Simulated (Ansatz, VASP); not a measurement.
# Be2S3 in VASP and in Ansatz

Contents of INCAR:

```
ALGO = Normal
EDIFF = 1E-7
EDIFFG = -0.01
ENCUT = 600
GGA = PE
IBRION = 2
ISIF = 3
ISMEAR = 0
LASPH = T
LCHARG = F
LREAL = F
LWAVE = F
NELM = 80
NSW = 100
PREC = Accurate
SIGMA = 0.1
```

File KPOINTS:

```
k-points
0
Gamma
  12 8 6
```

POSCAR

```
Be2S3
1.0
    3.4120751007      0.0000000000      0.0000000000
    0.0000000000      4.9036117050      0.0000000000
    0.0000000000      0.0000000000      6.0488911177
Be S
2 3
Direct
    0.0000000000      0.0000000000      0.9983766376
    0.5000000000      0.5000000000      0.6576137714
    0.0000000000      0.2435861253      0.6842169592
    0.0000000000      0.7564138747      0.6842169592
    0.5000000000      0.0000000000      0.1671272590
```

Input for Ansatz:

```yaml
crystal:
  lattice:
    - [3.4120751007, 0.0, 0.0]
    - [0.0, 4.903611705, 0.0]
    - [0.0, 0.0, 6.0488911177]
  atoms:
    - { symbol: Be, position: [0.0, 0.0, 0.9983766376] }
    - { symbol: Be, position: [0.5, 0.5, 0.6576137714] }
    - { symbol: S, position: [0.0, 0.2435861253, 0.6842169592] }
    - { symbol: S, position: [0.0, 0.7564138747, 0.6842169592] }
    - { symbol: S, position: [0.5, 0.0, 0.167127259] }
basis:
  ecutwfc: 420
kpoints:
  mp_grid: { grid: [12, 8, 6] }
hamiltonian:
  xc: pbe
scf:
  occupations: { method: gaussian, width: 0.1 }
output:
  forces: true
  stress: true
  eigenvalues: true
relax:
  adjacent_minimum: "off"
  f_tol: 0.01
  max_steps: 80
  cell: { stress_tol: 0.05 }
```

Alike in both runs: task relaxation of cell and atoms; functional PBE; k mesh 12 × 8 × 6; occupations gaussian, width 0.1 eV; no spin polarisation.

|  | VASP | Ansatz |
| --- | --- | --- |
| version | VASP 6.6.1 | Ansatz 0.2.0 |
| potentials or method | VASP PAW PBE potentials, release 64 (Be, S), cutoff 600 eV | scalar-relativistic, plane waves, PAW |
| valence electrons in the cell | 22 | 22 |

VASP gave:

```
gap on the k mesh at the Fermi level, each at its own relaxed structure (eV)  : none
relaxed volume (Å³/atom)                                                      : 20.56
relaxed length of the cell vector where the two differ most in proportion (Å) : 6.028
```

Q: Which values does Ansatz return?

A: gap on the k mesh at the Fermi level, each at its own relaxed structure (eV): none; relaxed volume (Å³/atom): 20.83; relaxed length of the cell vector where the two differ most in proportion (Å): 6.109.

A gap of «none» marks a metal or a gap that the smearing closes.
